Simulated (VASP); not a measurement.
Write the native input for VASP 6.6.1 that does the following.

- Task: single point
- Functional: PBEsol
- Potentials or basis: VASP PAW PBE potentials, release 64 (V_sv, N)
- Cutoff: 520 eV
- k mesh: 16 × 16 × 16
- Occupations: gaussian, width 0.15 eV
- Spin: no spin polarisation
- Dipole correction: no
- Further INCAR settings: ALGO = Normal; EDIFF = 1e-06; NBANDS = 32

The structure of VN2 lies in POSCAR:

```
VN2
1.0
   -2.1676032501      2.0930419589      2.4552814625
    2.1676032501     -2.0930419589      2.4552814625
    2.1676032501      2.0930419589     -2.4552814625
V N
2 4
Direct
    0.2500000000      0.2500000000      0.0000000000
    0.7500000000      0.7500000000      0.0000000000
    0.1142608421      0.6142608421      0.7285216842
    0.6142608421      0.8857391579      0.5000000000
    0.8857391579      0.3857391579      0.2714783158
    0.3857391579      0.1142608421      0.5000000000
```

This cell differs from its parent crystal: strain +0.0175 x Voigt [1, -1, 0, 0, 0, 0].

One way to write it, as run:

INCAR

```
PREC     = Accurate       # precision mode
ENCUT    = 520            # plane-wave cutoff, eV
EDIFF    = 1E-6           # SCF threshold, eV
ISMEAR   = 0              # smearing method
SIGMA    = 0.15           # smearing width, eV
LREAL    = False          # projectors in reciprocal space
LASPH    = True           # aspherical terms in the spheres
NELM     = 100            # most SCF steps
ALGO     = Normal         # electronic algorithm
ISIF     = 2              # what is computed and relaxed
LWAVE    = False          # write WAVECAR
LCHARG   = False          # write CHGCAR
GGA      = PS             # functional
NBANDS   = 32             # bands
```

KPOINTS

```
regular mesh
0
Gamma
  16 16 16
```

Potentials or basis: VASP PAW PBE potentials, release 64 (V_sv, N).

The run is started by

```bash
$ cat potpaw_PBE.64/V_sv/POTCAR potpaw_PBE.64/N/POTCAR > POTCAR
$ mpirun -np 1 vasp_std > vasp.out
```

It gave:

```json
{
  "Pressure": "1.3 GPa",
  "Largest force": "0.205 eV/Å",
  "Band gap on the k mesh": "zero (bands 23 and 24 overlap by 0.49 eV)"
}
```

Caveat: the cell differs from its parent crystal (strain +0.0175 x Voigt [1, -1, 0, 0, 0, 0]); the PAW data sets were made with another functional, which shifts forces and pressure a little; the run has no spin polarisation, though such a crystal can be magnetic.

Run time: 6 min on 1 thread of Intel(R) Xeon(R) 6975P-C (Granite Rapids), on a shared host, peak memory 0.71 GiB.
